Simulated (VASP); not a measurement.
Here is a VASP 6.6.1 calculation.

The input INCAR:

```
SYSTEM = KZnF3
ALGO = Normal
EDIFF = 1E-6
ENCUT = 520
GGA = PS
ISIF = 2
ISMEAR = -1
ISYM = 0
LASPH = .TRUE.
LCHARG = .FALSE.
LREAL = Auto
LWAVE = .FALSE.
NBANDS = 194
NELM = 60
PREC = Accurate
SIGMA = 0.05
```

File KPOINTS:

```
Automatic mesh
0
Gamma
  1 1 1
  0.25 0.25 0.25
```

Contents of POSCAR:

```
KZnF3
1.0
    8.1045260000      0.0000000000      0.0000000000
    0.0000000000      8.1045260000      0.0000000000
    0.0000000000      0.0000000000      8.1045260000
K F Zn
8 24 8
Direct
    0.0247760000      0.9991600000      0.0126750000
    0.9892140000      0.5121980000      0.9818800000
    0.9940220000      0.5157950000      0.5046110000
    0.4983710000      0.9994040000      0.0124350000
    0.4932420000      0.9924380000      0.4787950000
    0.5337410000      0.5125760000      0.9821810000
    0.5287680000      0.5155580000      0.5049300000
    0.0301300000      0.9926380000      0.4790670000
    0.7616550000      0.0184010000      0.5935520000
    0.2616830000      0.2684180000      0.9938410000
    0.2611270000      0.7420530000      0.9950170000
    0.2616990000      0.7600870000      0.4964940000
    0.7613860000      0.2883060000      0.0193160000
    0.7615760000      0.2996750000      0.4813570000
    0.7616980000      0.7394930000      0.9903280000
    0.7610600000      0.7299260000      0.4970510000
    0.0268860000      0.2496240000      0.2703500000
    0.0291260000      0.2462760000      0.7082690000
    0.0170670000      0.7571120000      0.2423200000
    0.0092000000      0.7650810000      0.7460900000
    0.4961050000      0.2505480000      0.2704880000
    0.4937430000      0.2453920000      0.7082700000
    0.5058650000      0.7563550000      0.2418450000
    0.5136260000      0.7658070000      0.7466450000
    0.2618000000      0.0085320000      0.2466220000
    0.2610020000      0.0060800000      0.7452280000
    0.2610310000      0.4981890000      0.2791690000
    0.2617610000      0.5027150000      0.7272680000
    0.7611330000      0.0039220000      0.2420860000
    0.7617430000      0.0287900000      0.8761230000
    0.7619300000      0.5165060000      0.2417610000
    0.7611060000      0.4702520000      0.7513080000
    0.2614960000      0.2604980000      0.2332530000
    0.2614630000      0.2554380000      0.7540480000
    0.2614520000      0.7442610000      0.2461250000
    0.2614280000      0.7545030000      0.7452920000
    0.7614700000      0.2581280000      0.2509380000
    0.7614770000      0.2297380000      0.7302920000
    0.7614850000      0.7580010000      0.2446620000
    0.7614990000      0.8144690000      0.7419020000
```

Potentials or basis: VASP PAW PBE potentials, release 64 (K_sv, F, Zn).

The run is started by

```bash
$ cat potpaw_PBE.64/K_sv/POTCAR potpaw_PBE.64/F/POTCAR potpaw_PBE.64/Zn/POTCAR > POTCAR
$ mpirun -np 1 vasp_std > vasp.out
```

Question: Estimate the pressure.

Answer: 2.3 GPa.

Question: What does it give for the largest force?

Answer: 0.117 eV/Å.

Question: What does it give for the band gap on the k mesh?

Answer: 4.03 eV.

Forces in eV/Å, atoms in the order of the input:
```
K    0.015  0.010  0.001
K    0.020 -0.002  0.003
K    0.013  0.001 -0.001
K   -0.016  0.000 -0.012
K   -0.019  0.003 -0.001
K   -0.015 -0.020 -0.003
K   -0.018 -0.001 -0.001
K    0.017  0.002 -0.004
F   -0.003  0.002 -0.032
F   -0.002  0.007 -0.003
F    0.007 -0.004  0.008
F    0.001 -0.006 -0.003
F   -0.004  0.006 -0.117
F   -0.001  0.014  0.065
F    0.005 -0.001 -0.014
F   -0.002 -0.002  0.016
F   -0.068  0.000  0.011
F   -0.068 -0.005 -0.014
F   -0.031  0.001 -0.003
F   -0.003 -0.006  0.003
F    0.066 -0.006  0.016
F    0.076  0.002 -0.017
F    0.028  0.001 -0.004
F    0.006 -0.006  0.001
F    0.001 -0.020  0.003
F    0.001 -0.003 -0.001
F   -0.001  0.014  0.021
F   -0.002  0.008 -0.007
F    0.000  0.023  0.001
F    0.000  0.004  0.034
F    0.001 -0.044  0.001
F    0.000  0.088  0.006
Zn  -0.001 -0.013  0.033
Zn  -0.002  0.007 -0.029
Zn   0.000  0.013 -0.002
Zn   0.000 -0.010  0.006
Zn   0.001 -0.027  0.008
Zn  -0.001 -0.002  0.028
Zn  -0.001  0.026  0.003
Zn  -0.001 -0.056  0.001
```

Caveat: the PAW data sets were made with another functional, which shifts forces and pressure a little.
